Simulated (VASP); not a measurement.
# Mg8HO8 (a cell with a defect) in VASP: single point with PBEsol

Aim: the single point of Mg8HO8 (a cell with a defect) with PBEsol.

All numbers are computed with VASP 6.6.1; they aren't measurements. Logs are shortened: lines on timing, memory, paths and dates and some standing lists are left out, and cuts for length are marked.

**1. The cell of the first run**

The cell holds a defect, 17 atoms: a = 5.500 Å, b = 5.500 Å, c = 5.500 Å, α = 60.00°, β = 60.00°, γ = 60.00°.

**2. Single point, PBEsol, collinear spin, ferromagnetic start**

File INCAR:

```
PREC     = Accurate       # precision mode
ENCUT    = 520            # plane-wave cutoff, eV
EDIFF    = 1E-7           # SCF threshold, eV
ISMEAR   = -1             # smearing method
SIGMA    = 0.05           # smearing width, eV
LREAL    = Auto         
LASPH    = T              # aspherical terms in the spheres
NELM     = 150            # most SCF steps
ALGO     = Normal         # electronic algorithm
ISIF     = 2              # what is computed and relaxed
LWAVE    = F              # write WAVECAR
LCHARG   = T              # write CHGCAR
ISPIN    = 2              # spin polarisation
MAGMOM   = 0 0 0 0 0 0 0 0 0 0 0 0 0 0 0 0 1 # initial moments
LORBIT   = 11             # projections on sites
GGA      = PS             # functional
LELF     = T              # ELF
LVHAR    = T            
NBANDS   = 50             # bands
```

File KPOINTS:

```
Automatic mesh
0
Gamma
  2 2 2
```

File POSCAR:

```
Mg8HO8
1.0
    0.0000000000      3.8890000000      3.8890000000
    3.8890000000      0.0000000000      3.8890000000
    3.8890000000      3.8890000000      0.0000000000
Mg O H
8 8 1
Direct
   -0.0003064454      0.0015959089      0.0000883825
   -0.0019625802      0.0005137910      0.5014691261
   -0.0003636897      0.4991073325      0.0000466158
   -0.0004640911      0.4990565182      0.5028751022
    0.5007072598      0.0001589359     -0.0004865343
    0.5012991861      0.0007583810      0.5017045450
    0.5021814253      0.4991617924      0.0000360657
    0.5012434385      0.4969345519      0.5016509042
    0.2451330184      0.2650326509      0.2457630751
    0.2507066485      0.2494580055      0.7508038494
    0.2452698158      0.7446885655      0.2458867944
    0.2450808093      0.7444405159      0.7665466897
    0.7502136895      0.2495748147      0.2510864959
    0.7500928215      0.2495271784      0.7507772594
    0.7658602070      0.7444534889      0.2457178225
    0.7500370420      0.7501737175      0.7507442155
    0.3759069447      0.8740795510      0.3779551910
```

Potentials or basis: VASP PAW PBE potentials, release 64 (Mg, O, H).

Run with:

```sh
$ cat potpaw_PBE.64/Mg/POTCAR potpaw_PBE.64/O/POTCAR potpaw_PBE.64/H/POTCAR > POTCAR
$ mpirun -np 1 vasp_std > vasp.out
```

OUTCAR:

```text
PREC = Accurate
   ENCUT = 520
   EDIFF = 1E-7
   ISMEAR = -1
   LREAL = Auto
   LASPH = T
   NELM = 150
   ISIF = 2
   ISPIN = 2
   LORBIT = 11
   GGA = PS

 ion  position               nearest neighbor table
   1  1.000  0.002  0.000-  12 1.91  15 1.91  11 1.91  10 1.94  14 1.94  13 1.94   4 2.74   3 2.74
                             7 2.74   2 2.75   5 2.75   6 2.75   5 2.75   6 2.75   2 2.75   7 2.76
   2  0.998  0.001  0.501-  17 1.70  13 1.94  14 1.94  16 1.94  11 1.99   9 1.99  12 1.99   6 2.73
                             8 2.73   5 2.74   1 2.75   3 2.75   4 2.75   4 2.75   3 2.75   1 2.75
   3  1.000  0.499  0.000-  12 1.91  15 1.91   9 1.91  10 1.94  16 1.94  13 1.94   4 2.73   7 2.74
                             1 2.74   5 2.75   2 2.75   8 2.75   8 2.75   2 2.75   5 2.75   1 2.76
   4  1.000  0.499  0.503-  15 1.91   9 1.91  11 1.91  14 1.94  16 1.94  10 1.94   3 2.73   7 2.73
                             1 2.74   8 2.75   6 2.75   2 2.75   2 2.75   6 2.75   8 2.75   1 2.76
   5  0.501  0.000  1.000-  17 1.70  10 1.94  14 1.94  16 1.94  11 1.99   9 1.99  15 1.99   6 2.73
                             8 2.74   2 2.74   3 2.75   1 2.75   7 2.75   7 2.75   1 2.75   3 2.75
   6  0.501  0.001  0.502-  17 1.69  13 1.94  16 1.94  10 1.94   9 1.99  15 1.99  12 1.99   8 2.73
                             2 2.73   5 2.73   7 2.75   4 2.75   1 2.75   1 2.75   4 2.75   7 2.75
   7  0.502  0.499  0.000-  12 1.91   9 1.91  11 1.91  16 1.94  14 1.94  13 1.94   4 2.73   3 2.74
                             1 2.74   6 2.75   8 2.75   5 2.75   5 2.75   8 2.75   6 2.75   1 2.76
   8  0.501  0.497  0.502-  17 1.69  13 1.94  14 1.94  10 1.94  11 1.99  15 1.99  12 1.99   6 2.73
                             2 2.73   5 2.74   4 2.75   7 2.75   3 2.75   3 2.75   7 2.75   4 2.75
   9  0.245  0.265  0.246-   4 1.91   7 1.91   3 1.91   5 1.99   2 1.99   6 1.99
  10  0.251  0.249  0.751-   6 1.94   8 1.94   5 1.94   1 1.94   3 1.94   4 1.94
  11  0.245  0.745  0.246-   4 1.91   1 1.91   7 1.91   5 1.99   2 1.99   8 1.99
  12  0.245  0.744  0.767-   7 1.91   1 1.91   3 1.91   2 1.99   8 1.99   6 1.99
  13  0.750  0.250  0.251-   6 1.94   8 1.94   2 1.94   3 1.94   1 1.94   7 1.94
  14  0.750  0.250  0.751-   8 1.94   2 1.94   5 1.94   7 1.94   1 1.94   4 1.94
  15  0.766  0.744  0.246-   4 1.91   1 1.91   3 1.91   5 1.99   8 1.99   6 1.99
  16  0.750  0.750  0.751-   6 1.94   2 1.94   5 1.94   7 1.94   3 1.94   4 1.94
  17  0.376  0.874  0.378-   6 1.69   8 1.69   2 1.70   5 1.70

  LATTYP: Found a face centered cubic cell.
 ALAT       =     7.7780000000

  Lattice vectors:

 A1 = (   0.0000000000,   3.8890000000,   3.8890000000)
 A2 = (   3.8890000000,   0.0000000000,   3.8890000000)
 A3 = (   3.8890000000,   3.8890000000,   0.0000000000)

Analysis of symmetry for initial positions (statically):
=====================================================================
 Subroutine PRICEL returns:
 Original cell was already a primitive cell.

 Routine SETGRP: Setting up the symmetry group for a
 face centered cubic supercell.

 Subroutine GETGRP returns: Found  1 space group operations
 (whereof  1 operations were pure point group operations)
 out of a pool of 48 trial point group operations.

The static configuration has the point symmetry C_1 .

Analysis of symmetry for dynamics (positions and initial velocities):
=====================================================================
 Subroutine PRICEL returns:
 Original cell was already a primitive cell.

 Routine SETGRP: Setting up the symmetry group for a
 face centered cubic supercell.

 Subroutine GETGRP returns: Found  1 space group operations
 (whereof  1 operations were pure point group operations)
 out of a pool of 48 trial point group operations.

The dynamic configuration has the point symmetry C_1 .

Analysis of structural, dynamic, and magnetic symmetry:
=====================================================================
 Subroutine PRICEL returns:
 Original cell was already a primitive cell.

 Routine SETGRP: Setting up the symmetry group for a
 face centered cubic supercell.

 Subroutine GETGRP returns: Found  1 space group operations
 (whereof  1 operations were pure point group operations)
 out of a pool of 48 trial point group operations.

The overall configuration has the point symmetry C_1 .

 Subroutine INISYM returns: Found  1 space group operations
 (whereof  1 operations are pure point group operations),
 and found     1 'primitive' translations

----------------------------------------------------------------------------------------

                                     Primitive cell

  volume of cell :     117.6370

[... 94 lines left out ...]
   ICHARG =      2    charge: 1-file 2-atom 10-const
   ISPIN  =      2    spin polarized calculation?
   LNONCOLLINEAR =      F non collinear calculations
   LSORBIT =      F    spin-orbit coupling
   LASPH  =      T    aspherical Exc in radial PAW
   ENCUT  =  520.0 eV  38.22 Ry    6.18 a.u.  10.23 10.23 10.23*2*pi/ulx,y,z
   NELM   =    150;   NELMIN=  2; NELMDL= -5     # of ELM steps
   EDIFF  = 0.1E-06   stopping-criterion for ELM
   LREAL  =      T    real-space projection
   EDIFFG = 0.1E-05   stopping-criterion for IOM
   NSW    =      0    number of steps for IOM
   IBRION =     -1    ionic relax: 0-MD 1-quasi-New 2-CG
   NFREE  =      0    steps in history (QN), initial steepest desc. (CG)
   ISIF   =      2    stress and relaxation
   ISYM   =      2    0-nonsym 1-usesym 2-fastsym
   POTIM  = 0.5000    time-step for ionic-motion
   TEBEG  =    0.0;   TEEND  =   0.0 temperature during run
   PSTRESS=    0.0 pullay stress
   NELECT =      65.0000    total number of electrons
   NUPDOWN=      -1.0000    fix difference up-down
   EMIN   =  10.00;   EMAX   =-10.00  energy-range for DOS
   EFERMI =   0.00;   METHOD = LEGACY
   ISMEAR =    -1;   SIGMA  =   0.05  broadening in eV -4-tet -1-fermi 0-gaus
   EFERMI_NEDOS =   21; number of points for ismear=-14 and -15
   IALGO  =     38    algorithm
   IMIX   =      4    mixing-type and parameters
     AMIX     =   0.40;   BMIX     =  1.00
     AMIX_MAG =   1.60;   BMIX_MAG =  1.00
  volume/ion in A,a.u.               =       6.92        46.70
  Fermi-wavevector in a.u.,A,eV,Ry     =   1.343377  2.538615 24.553925  1.804663
  Thomas-Fermi vector in A             =   2.471456
   LORBIT       =     11    0 simple, 1 ext, 2 COOP (PROOUT), +10 PAW based schemes
   GGA     = PS    functional components
   LHFCALC =     F    Hartree Fock is set to
   AEXX    =    0.0000 exact exchange contribution
   IVDW    =     0    specifies the selected vdW correction
   LEPSILON=     F    determine dielectric tensor
   LRPA    =     F    only Hartree local field effects (RPA)
 spin polarized calculation
  energy-cutoff  :      520.00
  volume of cell :      117.64
 maximum number of plane-waves:      3218
 NGX is ok and might be reduce to    42
   NGX = 21   NGY = 21   NGZ = 21

 number of electron      64.9999995 magnetization       0.7499897

 Free energy of the ion-electron system (eV)
  ---------------------------------------------------
  ext. energy  EPLUGINS =         0.00000000
  ---------------------------------------------------
  free energy    TOTEN  =       -92.81007682 eV

  energy without entropy =      -92.79811824  energy(sigma->0) =      -92.80409753

 E-fermi :   9.4773     XC(G=0): -12.6161

 val. band max:        9.4427915799   @ k =   0.5000   0.0000   0.5000
 cond. band min:      10.1354221302   @ k =   0.5000   0.5000   0.5000
 fundamental gap:      0.6926305503
 Fermi energy:         9.4773158919

 spin component 1

 k-point     1 :       0.0000    0.0000    0.0000
  band No.  band energies     occupation
      1     -13.5582      1.00000
      2     -11.5368      1.00000
      3     -11.4430      1.00000
      4     -11.4392      1.00000
      5     -11.4366      1.00000
      6     -11.1007      1.00000
[... 365 lines left out ...]
     43      18.2689      0.00000
     44      18.2810      0.00000
 Fermi energy:         9.4773158919

 spin component 2

 k-point     1 :       0.0000    0.0000    0.0000
  band No.  band energies     occupation
      1     -13.4829      1.00000
      2     -11.4479      1.00000
      3     -11.4057      1.00000
      4     -11.4023      1.00000
      5     -11.4005      1.00000
      6     -11.0002      1.00000
[... 365 lines left out ...]
     43      18.2845      0.00000
     44      18.3116      0.00000
 [bands above 44 left out]

------------------------ aborting loop because EDIFF is reached ----------------------------------------

  FORCE on cell =-STRESS in cart. coord.  units (eV):
  Direction    XX          YY          ZZ          XY          YZ          ZX
  --------------------------------------------------------------------------------------
  -------------------------------------------------------------------------------------
  Total       53.7409960     53.7455620     53.7419705      0.0044577      0.0089021      0.0127267
  in kB      731.9349219    731.9971094    731.9481935      0.0607128      0.1212438      0.1733336
  external PRESSURE =     731.9600749 kB  Pullay stress =       0.0000000 kB

 VOLUME and BASIS-vectors are now :
 -----------------------------------------------------------------------------
  energy-cutoff  :      520.00
  volume of cell :      117.64
      direct lattice vectors                 reciprocal lattice vectors
     0.000000000  3.889000000  3.889000000    -0.128567755  0.128567755  0.128567755
     3.889000000  0.000000000  3.889000000     0.128567755 -0.128567755  0.128567755
     3.889000000  3.889000000  0.000000000     0.128567755  0.128567755 -0.128567755

 POSITION                                       TOTAL-FORCE (eV/Angst)
 -----------------------------------------------------------------------------------
      0.00655      3.88815      3.89401         0.012138      0.006084      0.001284
      1.95221      5.83158      3.88337         0.044718     -0.028660     -0.045882
      1.94121      3.88777      5.82861        -0.001489      0.003295     -0.009766
      3.89651      5.84288      5.82803        -0.006115      0.006774      0.012137
      3.88773      5.83436      1.94787        -0.067555     -0.063296      0.066596
      1.95408      3.90068      1.95250         0.045005      0.047196      0.034142
[... 9 lines left out ...]
      5.83707      5.83654      5.83432        -0.000972      0.030775     -0.004849
      4.86916      2.93177      4.86120        -0.034640     -0.060535     -0.011694
 -----------------------------------------------------------------------------------
    total drift:                                0.003722      0.006940      0.000711

  FREE ENERGIE OF THE ION-ELECTRON SYSTEM (eV)
  ---------------------------------------------------
  free  energy   TOTEN  =       -92.8100768248 eV

  energy  without entropy=      -92.7981182362  energy(sigma->0) =      -92.80409753

 total charge

# of ion       s       p       d       tot
------------------------------------------
    1        0.198   0.290   0.155   0.643
    2        0.191   0.278   0.149   0.618
    3        0.198   0.290   0.155   0.643
    4        0.198   0.290   0.155   0.643
    5        0.191   0.278   0.148   0.617
    6        0.191   0.279   0.149   0.619
[... 9 lines left out ...]
   16        1.546   3.703   0.000   5.250
   17        0.616   0.030   0.000   0.646
--------------------------------------------------
tot         14.586  31.821   1.214  47.621

 magnetization (x)

# of ion       s       p       d       tot
------------------------------------------
    1        0.000   0.001   0.001   0.003
    2       -0.000   0.002   0.005   0.006
    3        0.000   0.001   0.001   0.003
    4        0.000   0.001   0.001   0.003
    5       -0.000   0.002   0.005   0.006
    6       -0.000   0.002   0.005   0.006
[... 9 lines left out ...]
   16       -0.000  -0.001   0.000  -0.001
   17        0.237   0.002   0.000   0.239
--------------------------------------------------
tot          0.267   0.289   0.024   0.580
```

Run time: 8.4 min. Hardware: 1 thread of Intel Xeon 8259CL, shared host; peak memory 0.35 GiB.

What came out:

```yaml
Free_energy: -92.8101 eV
Pressure: 73.2 GPa
Largest_force: 0.114 eV/Å
Net_moment: 0.75 μB per cell
Site_moments: Mg +0.00, +0.01; O +0.08, -0.00, +0.07; H +0.24 μB
Valence_electrons_inside_the_program's_atomic_spheres: Mg 0.64, 0.62; O 5.23, 5.25; H 0.65
```

Forces on the atoms (eV/Å):
```
Mg   0.012  0.006  0.001
Mg   0.045 -0.029 -0.046
Mg  -0.001  0.003 -0.010
Mg  -0.006  0.007  0.012
Mg  -0.068 -0.063  0.067
Mg   0.045  0.047  0.034
Mg   0.010  0.018 -0.007
Mg  -0.022  0.036 -0.035
O   -0.039  0.052 -0.044
O    0.025 -0.006 -0.013
O    0.043  0.050  0.035
O   -0.055 -0.059  0.052
O   -0.014 -0.009  0.021
O    0.010  0.026  0.001
O    0.051 -0.049 -0.053
O   -0.001  0.031 -0.005
H   -0.035 -0.061 -0.012
```

Caveat: the k points lie up to 0.70 Å⁻¹ apart; the PAW data sets were made with another functional, which shifts forces and pressure a little.
